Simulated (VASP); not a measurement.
A run of VASP 6.6.1 is set up as follows.

INCAR

```
PREC = Accurate
ENCUT = 520
EDIFF = 1E-6
ISMEAR = 0
SIGMA = 0.15
LREAL = False
LASPH = True
NELM = 100
ALGO = Normal
ISIF = 2
LWAVE = False
LCHARG = False
GGA = PS
NBANDS = 12
```

File KPOINTS:

```
Automatic mesh
0
Gamma
  22 22 22
```

POSCAR

```
Cu
1.0
    0.0000000000      1.7171250000      1.7623125000
    1.7171250000      0.0000000000      1.7623125000
    1.7171250000      1.7171250000      0.0000000000
Cu
1
Direct
    0.0000000000      0.0000000000      0.0000000000
```

Potentials or basis: VASP PAW PBE potentials, release 64 (Cu).

The run is started by

```console
$ cat potpaw_PBE.64/Cu/POTCAR > POTCAR
$ mpirun -np 1 vasp_std > vasp.out
```

Question: Predict the pressure.

Answer: 18.5 GPa.

Stress tensor (GPa, compression positive):
```
19.21  0.00  0.00
 0.00 19.21  0.00
 0.00  0.00 16.96
```

Caveat: the cell differs from its parent crystal (strain -0.050 along x and y, -0.025 along z); the PAW data sets were made with another functional, which shifts forces and pressure a little.
